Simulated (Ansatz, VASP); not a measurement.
## Two plane-wave programs on Al

The input INCAR:

```
ALGO = Normal
EDIFF = 1E-6
ENCUT = 520
GGA = PE
ISIF = 2
ISMEAR = 0
LASPH = True
LCHARG = False
LREAL = False
LWAVE = False
NBANDS = 8
NELM = 80
PREC = Accurate
SIGMA = 0.1
```

KPOINTS

```
k-points
0
Gamma
  18 18 18
```

POSCAR

```
Al
1.0
   -1.5674516906      1.5674516906      1.5674516906
    1.5674516906     -1.5674516906      1.5674516906
    1.5674516906      1.5674516906     -1.5674516906
Al
1
Direct
    0.0000000000      0.0000000000      0.0000000000
```

Input for Ansatz:

```yaml
crystal:
  lattice:
    - [-1.5674516906, 1.5674516906, 1.5674516906]
    - [1.5674516906, -1.5674516906, 1.5674516906]
    - [1.5674516906, 1.5674516906, -1.5674516906]
  atoms:
    - { symbol: Al, position: [0.0, 0.0, 0.0] }
basis:
  ecutwfc: 420
kpoints:
  mp_grid: { grid: [18, 18, 18] }
hamiltonian:
  xc: pbe
scf:
  occupations: { method: gaussian, width: 0.1 }
output:
  forces: true
  stress: true
  eigenvalues: true
```

Alike in both runs: task single point; functional PBE; k mesh 18 × 18 × 18; occupations gaussian, width 0.1 eV; no spin polarisation.

```csv
,VASP,Ansatz
version,VASP 6.6.1,Ansatz 0.2.0
potentials or method,"VASP PAW PBE potentials, release 64 (Al), cutoff 520 eV","scalar-relativistic, plane waves, PAW"
valence electrons in the cell,3,3
```

|  | VASP | Ansatz | Ansatz less VASP |
| --- | --- | --- | --- |
| gap on the k mesh at the Fermi level (eV) | none | none | - |
| pressure (GPa) | 8.0 | 8.0 | +0.01 |

A gap of «none» marks a metal or a gap that the smearing closes. With one functional, cell and mesh, what is left measures potentials, basis and numerics.
